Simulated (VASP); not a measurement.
Here is a VASP 6.6.1 calculation.

INCAR

```
SYSTEM = HfO2
ALGO     = Normal         ! electronic algorithm
EDIFF    = 1E-7           ! SCF threshold, eV
ENCUT    = 520            ! plane-wave cutoff, eV
GGA      = PE             ! functional
ISIF     = 2              ! what is computed and relaxed
ISMEAR   = 0              ! smearing method
LASPH    = .True.         ! aspherical terms in the spheres
LCHARG   = .False.        ! write CHGCAR
LREAL    = .False.        ! projectors in reciprocal space
LWAVE    = .False.        ! write WAVECAR
NBANDS   = 18             ! bands
NELM     = 80             ! most SCF steps
PREC     = Accurate       ! precision mode
SIGMA    = 0.05           ! smearing width, eV
```

File KPOINTS:

```
k-points
0
Gamma
  8 8 8
  0 0 0
```

The input POSCAR:

```
HfO2
1.0
    0.0000000000      2.5575000000      2.5575000000
    2.5575000000      0.0000000000      2.5575000000
    2.5575000000      2.5575000000      0.0000000000
Hf O
1 2
Direct
   -0.0586510264     -0.0586510264     -0.1072391276
    0.2500000000      0.2500000000      0.2500000000
    0.7500000000      0.7500000000      0.7500000000
```

Potentials or basis: VASP PAW PBE potentials, release 64 (Hf_pv, O).

Launch:

```console
$ cat potpaw_PBE.64/Hf_pv/POTCAR potpaw_PBE.64/O/POTCAR > POTCAR
$ mpirun -np 1 vasp_std > vasp.out
```

Q: Predict the largest force.

A: 22.051 eV/Å.

Q: Predict the pressure.

A: 64.9 GPa.

Stress tensor (GPa, compression positive):
```
59.24 51.00 51.53
51.00 59.24 51.53
51.53 51.53 76.30
```

Caveat: the cell differs from its parent crystal (atom 1 (Hf) moved by (-0.600, -0.300) A along [1 1 0] and z); the cell stands under pressure; forces of over 1 eV/Å act on the atoms, so gaps and moduli don't describe the material at rest.
